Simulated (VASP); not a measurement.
**Al2Cu (Khatyrkite): single point with LDA**

The system is Al2Cu (Khatyrkite).

```
Cu Al
1.0
    -3.01314    3.01314    2.42213
     3.01314   -3.01314    2.42213
     3.01314    3.01314   -2.42213
Cu Al
2 4
Direct
  0.25000 0.25000 0.00000
  0.75000 0.75000 0.00000
  0.34190 0.15810 0.50000
  0.84190 0.34190 0.18380
  0.65810 0.84190 0.50000
  0.15810 0.65810 0.81620
```

```yaml
Program: VASP 6.6.1
Task: single point
Functional: LDA
Potentials_or_basis: VASP PAW LDA potentials, release 64 (Cu, Al)
Cutoff: 520 eV
k_mesh: 7 × 7 × 7
Occupations: fermi-dirac, width 0.05 eV
Spin: no spin polarisation
Dipole_correction: no
Further_INCAR_settings: ALGO = Fast; EDIFF = 1e-06; NBANDS = 26
```

The pressure is -4.1 GPa. The largest force is 0.088 eV/Å and the band gap on the k mesh is zero (band 17 reaches 10.03 eV, above the bottom of band 18 at 6.30 eV).

Forces in eV/Å, atoms in the order of the input:
```
Cu   0.000  0.000  0.000
Cu   0.000  0.000  0.000
Al   0.062 -0.062  0.000
Al  -0.062 -0.062  0.000
Al  -0.062  0.062  0.000
Al   0.062  0.062  0.000
```

Stress tensor (GPa, compression positive):
```
-4.15  0.00  0.00
 0.00 -4.15  0.00
 0.00  0.00 -3.90
```

Levels at points of the mesh, in eV from the Fermi level:
```csv
k point,band 15,band 16,band 17,band 18,band 19,band 20
"(0.00, 0.00, 0.00)",-1.44,-1.26,-1.26,-0.91,-0.46,-0.02
```

Wall time 58 s on 1 thread of Intel(R) Xeon(R) Platinum 8559C (Emerald Rapids) (shared host), peak memory 0.22 GiB.
